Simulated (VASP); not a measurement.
TiC:

```
Ti C
1.0
     2.53860    0.00000    0.00000
     0.00000    2.53860    0.00000
     0.00000    0.00000    3.63177
Ti C
1 1
Direct
  0.00000 0.00000 0.00000
  0.50000 0.50000 0.50000
```

```yaml
Program: VASP 6.6.1
Task: relaxation of cell and atoms
Functional: PBE
Potentials_or_basis: VASP PAW PBE potentials, release 64 (Ti_sv, C)
Cutoff: 600 eV
k_mesh: 7 × 7 × 5
Occupations: gaussian, width 0.1 eV
Spin: no spin polarisation
```

At the start: pressure -23.0 GPa; volume 11.70 Å³/atom.

Task: How do energy, volume and symmetry change on relaxing?

Result: Over 11 steps the energy falls by 530.7 meV/atom and the volume is 9.91 Å³/atom (-15.3 %); space group P4/mmm (No. 123, to 0.1 Å) before and after.

The path:
```tsv
step	energy change (eV)	largest force (eV/Å)	pressure (GPa)	volume (Å³)
1	0.0000	0.0000	-23.03	23.40
2	-0.8967	0.0000	28.42	17.83
3	-0.9837	0.0000	11.75	18.84
4	-0.9839	0.0000	9.89	18.97
5	-1.0566	0.0000	-3.71	20.17
6	-1.0571	0.0000	-2.54	20.05
7	-1.0571	0.0000	-2.75	20.07
8	-1.0605	0.0000	0.88	19.76
9	-1.0614	0.0000	-0.23	19.85
10	-1.0614	0.0000	-0.27	19.86
11	-1.0614	0.0000	0.01	19.83
```

Final structure:
```cif
data_structure
_symmetry_space_group_name_H-M 'P 1'
_symmetry_Int_Tables_number 1
_cell_length_a 2.6154
_cell_length_b 2.6154
_cell_length_c 2.8985
_cell_angle_alpha 90.000
_cell_angle_beta 90.000
_cell_angle_gamma 90.000
_cell_volume 19.83
loop_
_atom_site_label
_atom_site_type_symbol
_atom_site_fract_x
_atom_site_fract_y
_atom_site_fract_z
_atom_site_occupancy
Ti1 Ti 0.00000 0.00000 0.00000 1
C1 C 0.50000 0.50000 0.50000 1
```

Caveat: the volume moved by over 15 % at a fixed basis, so the end points are rough.
